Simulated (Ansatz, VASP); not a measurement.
Two plane-wave programs on CdS

Contents of POSCAR:

```
CdS
1.0
    4.1643074243      0.0000000000      0.0000000000
   -2.0821537122      3.6063960186      0.0000000000
    0.0000000000      0.0000000000      6.7652498085
Cd S
2 2
Direct
    0.3333333333      0.6666666667      0.0040756949
    0.6666666667      0.3333333333      0.5040756949
    0.3333333333      0.6666666667      0.3809243051
    0.6666666667      0.3333333333      0.8809243051
```

File INCAR.step1:

```
SYSTEM = CdS
ALGO = Normal ; EDIFF = 1E-4
ENCUT = 520 ; GGA = PE
ISMEAR = 0 ; LASPH = .True.
LCHARG = .False. ; LREAL = .False.
LWAVE = .True. ; NELM = 60
PREC = Accurate ; SIGMA = 0.05
```

The input INCAR.step2:

```
SYSTEM = CdS
ALGO = Normal ; EDIFF = 1E-7
EDIFFG = -0.001 ; ENCUT = 520
IBRION = 2 ; ISIF = 2
ISMEAR = 0 ; ISTART = 1
LASPH = .True. ; LCHARG = .False.
LMIXTAU = .True. ; LREAL = .False.
LWAVE = .False. ; METAGGA = R2SCAN
NELM = 60 ; NSW = 60
PREC = Accurate ; SIGMA = 0.05
```

Contents of KPOINTS:

```
k-points
0
Gamma
  6 6 4
  0 0 0
```

Input for Ansatz:

```yaml
crystal:
  lattice:
    - [4.1643074243, 0.0, 0.0]
    - [-2.0821537122, 3.6063960186, 0.0]
    - [0.0, 0.0, 6.7652498085]
  atoms:
    - { symbol: Cd, position: [0.3333333333, 0.6666666667, 0.0040756949] }
    - { symbol: Cd, position: [0.6666666667, 0.3333333333, 0.5040756949] }
    - { symbol: S, position: [0.3333333333, 0.6666666667, 0.3809243051] }
    - { symbol: S, position: [0.6666666667, 0.3333333333, 0.8809243051] }
basis:
  ecutwfc: 500
  ecutrho_ratio: 4
kpoints:
  mp_grid: { grid: [6, 6, 4] }
hamiltonian:
  xc: r2scan
scf:
  occupations: { method: gaussian, width: 0.05 }
output:
  forces: true
  stress: true
  eigenvalues: true
relax:
  f_tol: 0.001
  max_steps: 40
```

Alike in both runs: task relaxation of the atoms; functional r2SCAN; k mesh 6 × 6 × 4; occupations gaussian, width 0.05 eV; no spin polarisation.

|  | VASP | Ansatz |
| --- | --- | --- |
| version | VASP 6.6.1 | Ansatz 0.2.0 |
| potentials or method | VASP PAW PBE potentials, release 64 (Cd, S), cutoff 520 eV | scalar-relativistic, plane waves, PAW |
| valence electrons in the cell | 36 | 52 |

|  | VASP | Ansatz | Ansatz less VASP |
| --- | --- | --- | --- |
| gap on the k mesh at the Fermi level, each at its own relaxed structure (eV) | 1.63 | 1.63 | +0.006 |

VASP's potentials were made for PBE, not for r2SCAN. VASP's potentials hold 36 valence electrons a cell and Ansatz's 52, so a difference there can come from the potentials and not from the codes. Ansatz's warnings: stress scf threshold loose.
